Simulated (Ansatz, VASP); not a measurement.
TaN in VASP and in Ansatz

File INCAR:

```
SYSTEM = TaN
PREC = Accurate ; ENCUT = 520
EDIFF = 1E-7 ; ISMEAR = -1
SIGMA = 0.02 ; LREAL = .False.
LASPH = .True. ; NELM = 60
ALGO = Normal ; ISIF = 2
LWAVE = .False. ; LCHARG = .False.
GGA = PE ; NBANDS = 15
```

File KPOINTS:

```
Automatic mesh
0
Gamma
  12 12 10
  0 0 0
```

POSCAR

```
TaN
1.0
    2.9379988584     -0.0440699829     -0.0440699829
   -1.5071651539      2.5664166391     -0.0161307333
   -0.0432450000     -0.0432450000      2.8830000000
Ta N
1 1
Direct
    0.3333333333      0.6666666667      0.5000000000
    0.0000000000      0.0000000000      0.0000000000
```

Input for Ansatz:

```yaml
crystal:
  lattice:
    - [2.9379988584, -0.0440699829, -0.0440699829]
    - [-1.5071651539, 2.5664166391, -0.0161307333]
    - [-0.043245, -0.043245, 2.883]
  atoms:
    - { symbol: Ta, position: [0.3333333333, 0.6666666667, 0.5] }
    - { symbol: "N", position: [0.0, 0.0, 0.0] }
kpoints:
  mp_grid: { grid: [12, 12, 10] }
  band_path:
    path:
      - [0.0, 0.0, 0.0]
      - [0.0, 0.0, 0.5]
      - [-0.5, 0.5, 0.0]
      - [0.0, 0.0, 0.0]
      - [0.0, -0.5, 0.0]
      - [-0.5, 0.0, 0.5]
      - [0.0, 0.0, 0.0]
      - [-0.5, 0.0, 0.0]
      - [0.0, -0.5, 0.5]
    npoints: 5
scf:
  occupations: { method: fermi_dirac, width: 0.02 }
hamiltonian:
  xc: pbe
  pseudopotentials: { kind: all_electron, lapw: { basis_error: 0.0005 } }
output:
  forces: true
  stress: true
  eigenvalues: true
```

Change from the starting cell: equal xy, yz and zx shear strains of -3 %.

Alike in both runs: task single point; functional PBE; k mesh 12 × 12 × 10; occupations fermi-dirac, width 0.02 eV; no spin polarisation.

```csv
,VASP,Ansatz
version,VASP 6.6.1,Ansatz 0.2.0
potentials or method,"VASP PAW PBE potentials, release 64 (Ta_pv, N), cutoff 520 eV","all-electron LAPW, scalar-relativistic"
```

Ansatz gave:

| Item | Value |
| --- | --- |
| pressure (GPa) | 5.8 |
| traceless stress, the component that is largest in VASP (GPa) | 7.67 |
| rms of the force components (eV/Å) | 0.066 |

Problem. What did VASP give for the same quantities?

Solution. Pressure (GPa): 6.4; traceless stress, the component that is largest in VASP (GPa): 7.77; rms of the force components (eV/Å): 0.069.

Atom by atom the forces differ by 0.003 eV/Å (rms over components). Ansatz ran all-electron here, and VASP with PAW potentials.

Neither program's run includes spin-orbit coupling.
